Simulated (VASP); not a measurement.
# BN (P6_3mc) in VASP: a series of runs, part 2 of 3

VASP 6.6.1. The steps go on from the part before.

## 3. Single point, PBEsol

This run uses another cell than the first one, of 5.88 Å³/atom, 1.025 times its volume.

INCAR

```
SYSTEM = BN
PREC = Accurate
ENCUT = 520
EDIFF = 1E-6
ISMEAR = -1
SIGMA = 0.05
LREAL = .False.
LASPH = .True.
NELM = 80
ALGO = Normal
ISIF = 2
LWAVE = .False.
LCHARG = .True.
GGA = PS
LELF = .True.
LVHAR = .True.
NBANDS = 16
```

KPOINTS

```
Automatic mesh
0
Gamma
  12 12 6
  0 0 0
```

POSCAR

```
BN
1.0
    2.5410266581      0.0000000000      0.0000000000
   -1.2705133291      2.2005936376      0.0000000000
    0.0000000000      0.0000000000      4.2034001687
N B
2 2
Direct
    0.3333333333      0.6666666667      0.1252709297
    0.6666666667      0.3333333333      0.6252709297
    0.3333333333      0.6666666667      0.4997290703
    0.6666666667      0.3333333333      0.9997290703
```

Potentials or basis: VASP PAW PBE potentials, release 64 (N, B).

Command:

```sh
$ cat potpaw_PBE.64/N/POTCAR potpaw_PBE.64/B/POTCAR > POTCAR
$ mpirun -np 1 vasp_std > vasp.out
```

OUTCAR:

```text
SYSTEM = BN
   PREC = Accurate
   ENCUT = 520
   EDIFF = 1E-6
   ISMEAR = -1
   LREAL = .False.
   LASPH = .True.
   NELM = 80
   ISIF = 2
   GGA = PS

 ion  position               nearest neighbor table
   1  0.333  0.667  0.125-   4 1.56   4 1.56   4 1.56   3 1.57
   2  0.667  0.333  0.625-   3 1.56   3 1.56   3 1.56   4 1.57
   3  0.333  0.667  0.500-   2 1.56   2 1.56   2 1.56   1 1.57
   4  0.667  0.333  1.000-   1 1.56   1 1.56   1 1.56   2 1.57

  LATTYP: Found a hexagonal cell.
 ALAT       =     2.5410266581
 C/A-ratio  =     1.6542133296

  Lattice vectors:

 A1 = (   2.5410266581,   0.0000000000,   0.0000000000)
 A2 = (  -1.2705133291,   2.2005936376,   0.0000000000)
 A3 = (   0.0000000000,   0.0000000000,   4.2034001687)

Analysis of symmetry for initial positions (statically):
=====================================================================
 Subroutine PRICEL returns:
 Original cell was already a primitive cell.

 Routine SETGRP: Setting up the symmetry group for a
 hexagonal supercell.

 Subroutine GETGRP returns: Found 12 space group operations
 (whereof  6 operations were pure point group operations)
 out of a pool of 24 trial point group operations.

The static configuration has the point symmetry C_3v.
 The point group associated with its full space group is C_6v.

Analysis of symmetry for dynamics (positions and initial velocities):
=====================================================================
 Subroutine PRICEL returns:
 Original cell was already a primitive cell.

 Routine SETGRP: Setting up the symmetry group for a
 hexagonal supercell.

 Subroutine GETGRP returns: Found 12 space group operations
 (whereof  6 operations were pure point group operations)
 out of a pool of 24 trial point group operations.

The dynamic configuration has the point symmetry C_3v.
 The point group associated with its full space group is C_6v.

 Subroutine INISYM returns: Found 12 space group operations
 (whereof  6 operations are pure point group operations),
 and found     1 'primitive' translations

----------------------------------------------------------------------------------------

                                     Primitive cell

  volume of cell :      23.5044

  direct lattice vectors                    reciprocal lattice vectors
     2.541026658  0.000000000  0.000000000     0.393541719  0.227211418  0.000000000
    -1.270513329  2.200593638  0.000000000     0.000000000  0.454422835  0.000000000
     0.000000000  0.000000000  4.203400169     0.000000000  0.000000000  0.237902641

  length of vectors
     2.541026658  2.541026658  4.203400169     0.454422835  0.454422835  0.237902641

  position of ions in fractional coordinates (direct lattice)
     0.333333333  0.666666667  0.125270930
     0.666666667  0.333333333  0.625270930
     0.333333333  0.666666667  0.499729070
     0.666666667  0.333333333  0.999729070

  ion indices of the primitive-cell ions
   primitive index   ion index
                 1           1
                 2           2
                 3           3
                 4           4

----------------------------------------------------------------------------------------

 KPOINTS: Automatic mesh

Automatic generation of k-mesh.
 Grid dimensions read from file:
 generate k-points for:   12   12    6

 Generating k-lattice:

  Cartesian coordinates                     Fractional coordinates (reciprocal lattice)
     0.032795143  0.018934285  0.000000000     0.083333333  0.000000000  0.000000000
     0.000000000  0.037868570  0.000000000     0.000000000  0.083333333  0.000000000
     0.000000000  0.000000000  0.039650440     0.000000000  0.000000000  0.166666667

  Length of vectors
     0.037868570  0.037868570  0.039650440

  Shift w.r.t. Gamma in fractional coordinates (k-lattice)
     0.000000000  0.000000000  0.000000000

 Subroutine IBZKPT returns following result:
 ===========================================

 Found     76 irreducible k-points:

 Following reciprocal coordinates:
            Coordinates               Weight
  0.000000  0.000000  0.000000      1.000000
  0.083333 -0.000000  0.000000      6.000000
  0.166667  0.000000  0.000000      6.000000
  0.250000 -0.000000  0.000000      6.000000
  0.333333 -0.000000  0.000000      6.000000
  0.416667  0.000000  0.000000      6.000000
[... 16 lines left out ...]
  0.250000 -0.000000  0.166667     12.000000
  0.333333 -0.000000  0.166667     12.000000
 [... further k-points ...]
   k-points           NKPTS =     76   k-points in BZ     NKDIM =     76   number of bands    NBANDS=     16
   number of dos      NEDOS =    301   number of ions     NIONS =      4
   total plane-waves  NPLWV =  12800
   dimension x,y,z NGX =    20 NGY =   20 NGZ =   32
   dimension x,y,z NGXF=    40 NGYF=   40 NGZF=   64
   ions per type =               2   2
   NGX,Y,Z   is equivalent  to a cutoff of  13.08, 13.08, 12.66 a.u.
   NGXF,Y,Z  is equivalent  to a cutoff of  26.17, 26.17, 25.31 a.u.
 SYSTEM =  BN
   PREC   = accura    normal or accurate (medium, high low for compatibility)
   ISTART =      0    job   : 0-new  1-cont  2-samecut
   ICHARG =      2    charge: 1-file 2-atom 10-const
   ISPIN  =      1    spin polarized calculation?
   LNONCOLLINEAR =      F non collinear calculations
   LSORBIT =      F    spin-orbit coupling
   LASPH  =      T    aspherical Exc in radial PAW
   ENCUT  =  520.0 eV  38.22 Ry    6.18 a.u.   4.72  4.72  7.82*2*pi/ulx,y,z
   NELM   =     80;   NELMIN=  2; NELMDL= -5     # of ELM steps
   EDIFF  = 0.1E-05   stopping-criterion for ELM
   LREAL  =      F    real-space projection
   EDIFFG = 0.1E-04   stopping-criterion for IOM
   NSW    =      0    number of steps for IOM
   IBRION =     -1    ionic relax: 0-MD 1-quasi-New 2-CG
   NFREE  =      0    steps in history (QN), initial steepest desc. (CG)
   ISIF   =      2    stress and relaxation
   ISYM   =      2    0-nonsym 1-usesym 2-fastsym
   POTIM  = 0.5000    time-step for ionic-motion
   TEBEG  =    0.0;   TEEND  =   0.0 temperature during run
   PSTRESS=    0.0 pullay stress
   NELECT =      16.0000    total number of electrons
   NUPDOWN=      -1.0000    fix difference up-down
   EMIN   =  10.00;   EMAX   =-10.00  energy-range for DOS
   EFERMI =   0.00;   METHOD = LEGACY
   ISMEAR =    -1;   SIGMA  =   0.05  broadening in eV -4-tet -1-fermi 0-gaus
   EFERMI_NEDOS =   21; number of points for ismear=-14 and -15
   IALGO  =     38    algorithm
   IMIX   =      4    mixing-type and parameters
     AMIX     =   0.40;   BMIX     =  1.00
     AMIX_MAG =   1.60;   BMIX_MAG =  1.00
  volume/ion in A,a.u.               =       5.88        39.65
  Fermi-wavevector in a.u.,A,eV,Ry     =   1.440118  2.721429 28.217683  2.073941
  Thomas-Fermi vector in A             =   2.558898
   LORBIT       =      0    0 simple, 1 ext, 2 COOP (PROOUT), +10 PAW based schemes
   GGA     = PS    functional components
   LHFCALC =     F    Hartree Fock is set to
   AEXX    =    0.0000 exact exchange contribution
   IVDW    =     0    specifies the selected vdW correction
   LEPSILON=     F    determine dielectric tensor
   LRPA    =     F    only Hartree local field effects (RPA)
 non-spin polarized calculation
  energy-cutoff  :      520.00
  volume of cell :       23.50
 maximum number of plane-waves:       652
 NGX is ok and might be reduce to    20
   NGX =  9   NGY =  9   NGZ = 15

 number of electron      16.0000000 magnetization

 Free energy of the ion-electron system (eV)
  ---------------------------------------------------
  ext. energy  EPLUGINS =         0.00000000
  ---------------------------------------------------
  free energy    TOTEN  =       -36.62577977 eV

  energy without entropy =      -36.62577977  energy(sigma->0) =      -36.62577977

 E-fermi :   8.5175     XC(G=0): -13.0323

 val. band max:        7.5888383507   @ k =   0.0000   0.0000   0.0000
 cond. band min:      12.5345833020   @ k =   0.3333   0.3333   0.0000
 fundamental gap:      4.9457449513
 Fermi energy:         8.5174704272

 k-point     1 :       0.0000    0.0000    0.0000
  band No.  band energies     occupation
      1     -12.9047      2.00000
      2      -8.6765      2.00000
      3      -3.4767      2.00000
      4       5.4413      2.00000
      5       5.4413      2.00000
      6       7.3059      2.00000
[... 8 lines left out ...]
     15      19.4790      0.00000
     16      23.7263      0.00000
[... 420 lines left out ...]
  band No.  band energies     occupation
      1     -10.4297      2.00000
      2      -7.6164      2.00000
      3      -1.3342      2.00000
      4       0.1291      2.00000
      5       1.5652      2.00000
      6       3.2377      2.00000
[... 8 lines left out ...]
     15      23.6359      0.00000
     16      23.8935      0.00000

 [... further k-points ...]
[... 5 lines left out ...]
  --------------------------------------------------------------------------------------
  -------------------------------------------------------------------------------------
  Total        0.0907932      0.0907932      0.0790216     -0.0000000      0.0000000      0.0000000
  in kB        6.1889119      6.1889119      5.3864985     -0.0000000      0.0000000      0.0000000
  external PRESSURE =       5.9214407 kB  Pullay stress =       0.0000000 kB

 VOLUME and BASIS-vectors are now :
 -----------------------------------------------------------------------------
  energy-cutoff  :      520.00
  volume of cell :       23.50
      direct lattice vectors                 reciprocal lattice vectors
     2.541026658  0.000000000  0.000000000     0.393541719  0.227211418  0.000000000
    -1.270513329  2.200593638  0.000000000     0.000000000  0.454422835  0.000000000
     0.000000000  0.000000000  4.203400169     0.000000000  0.000000000  0.237902641

 POSITION                                       TOTAL-FORCE (eV/Angst)
 -----------------------------------------------------------------------------------
     -0.00000      1.46706      0.52656         0.000000     -0.000000      0.002307
      1.27051      0.73353      2.62826        -0.000000      0.000000      0.002307
     -0.00000      1.46706      2.10056        -0.000000      0.000000     -0.002307
      1.27051      0.73353      4.20226        -0.000000      0.000000     -0.002307
 -----------------------------------------------------------------------------------
    total drift:                               -0.000000      0.000000      0.000442

  FREE ENERGIE OF THE ION-ELECTRON SYSTEM (eV)
  ---------------------------------------------------
  free  energy   TOTEN  =       -36.6257797718 eV

  energy  without entropy=      -36.6257797718  energy(sigma->0) =      -36.62577977
```

Run time: 40 s. Hardware: 1 thread of Intel Xeon 8259CL, shared host; peak memory 0.15 GiB.

Results:

* Free energy: -36.6258 eV
* Pressure: 0.6 GPa
* Band gap on the k mesh: 4.95 eV, indirect (least direct gap 8.22 eV)

Forces on the atoms (eV/Å):
```
N    0.000  0.000  0.002
N    0.000  0.000  0.002
B    0.000  0.000 -0.002
B    0.000  0.000 -0.002
```

Levels at points of the mesh, in eV from the valence-band top:
```csv
k point,band 6,band 7,band 8,band 9,band 10,band 11
"(0.00, 0.00, 0.00)",-0.28,0.00,0.00,8.33,8.33,8.57
"(0.50, 0.00, 0.00)",-5.05,-4.51,-2.13,6.58,7.82,10.55
"(0.00, 0.00, 0.50)",-1.19,-1.19,-1.19,9.48,9.48,9.89
"(0.50, 0.00, 0.50)",-3.82,-3.61,-3.61,6.46,6.46,9.97
```

Caveat: the PAW data sets were made with another functional, which shifts forces and pressure a little. A k mesh can miss the band edges.

(Continued in part 3 of 3.)
